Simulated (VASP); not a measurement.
Runs of VASP 6.6.1 on Ta. The structure is that of space group P6_3/mmc (No. 194), or close to it. The cells are those of the table. This isn't the form of Ta at room conditions, which is bcc.

```tsv
task	level	cell	cutoff (eV)	gap on the mesh (eV)	pressure (GPa)	relaxed volume (Å³/atom)
relaxation of cell and atoms	BLYP+D3(BJ)	relaxed from a = 2.900, b = 2.900, c = 5.166 Å, angles 90.0, 90.0, 120.0°, 2 atoms	600	none	0.0	18.01
relaxation of cell and atoms	PBEsol+D3(BJ)	relaxed from a = 2.900, b = 2.900, c = 5.166 Å, angles 90.0, 90.0, 120.0°, 2 atoms	600	none	0.0	(a)
single point	PBEsol+D3(BJ)	a = 2.831, b = 2.831, c = 5.045 Å, angles 90.0, 90.0, 120.0°, 2 atoms	520	none	0.2	-
single point	BLYP+D3(BJ)	a = 2.847, b = 2.847, c = 5.105 Å, angles 90.0, 90.0, 120.0°, 2 atoms	520	none	1.1	-
relaxation of cell and atoms	PBEsol	relaxed from a = 2.900, b = 2.900, c = 5.166 Å, angles 90.0, 90.0, 120.0°, 2 atoms	600	none	0.0	18.10
single point	PBEsol	a = 2.861, b = 2.861, c = 5.103 Å, angles 90.0, 90.0, 120.0°, 2 atoms	520	none	0.2	-
```

Alike in all rows: potentials or basis VASP PAW PBE potentials, release 64 (Ta_pv); no spin polarisation; k mesh 12 × 12 × 6; smearing methfessel-paxton 0.1 eV.

Estimate the missing entries.

(a) 17.53.

Caveats: the PAW data sets were made with another functional, which shifts forces and pressure a little; spin-orbit coupling is left out, which moves the levels of the heavy elements; the dispersion term is far too large for a dense solid, which distorts pressure and volume (at least some runs).

A k mesh can miss the band edges, and the runs leave out spin-orbit coupling on Ta.

A gap of «none» marks levels without a gap at the run's occupations.
